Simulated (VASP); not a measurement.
Crystal: Ir.

```
Ir
1.0
     0.00000    1.90102    1.90102
     1.90102    0.00000    1.90102
     1.90102    1.90102    0.00000
Ir
1
Direct
  0.00000 0.00000 0.00000
```

Base run:

| Property | Result |
| --- | --- |
| Program | VASP 6.6.1 |
| Functional | PBEsol |
| Dispersion | D3(BJ) |
| Potentials or basis | VASP PAW PBE potentials, release 64 (Ir_sv_GW) |
| Cutoff | 500 eV |
| k mesh | 12 × 12 × 12 |
| Occupations | fermi-dirac, width 0.05 eV |
| Spin | no spin polarisation |

Its results: pressure -3.4 GPa.

Question: The run is repeated on the same cell with these changes: potentials or basis from VASP PAW PBE potentials, release 64 (Ir_sv_GW) to VASP PAW PBE potentials, release 64 (Ir); cutoff from 500 eV to 520 eV; further incar settings from ALGO = Normal; EDIFF = 1e-06; NBANDS = 14 to ALGO = Normal; EDIFF = 1e-06; NBANDS = 10; valence electrons from 17 to 9. What comes out?

Answer: Pressure 1.2 GPa.

Caveats: the PAW data sets were made with another functional, which shifts forces and pressure a little; pairwise dispersion overbinds metals, which lowers pressure and volume.
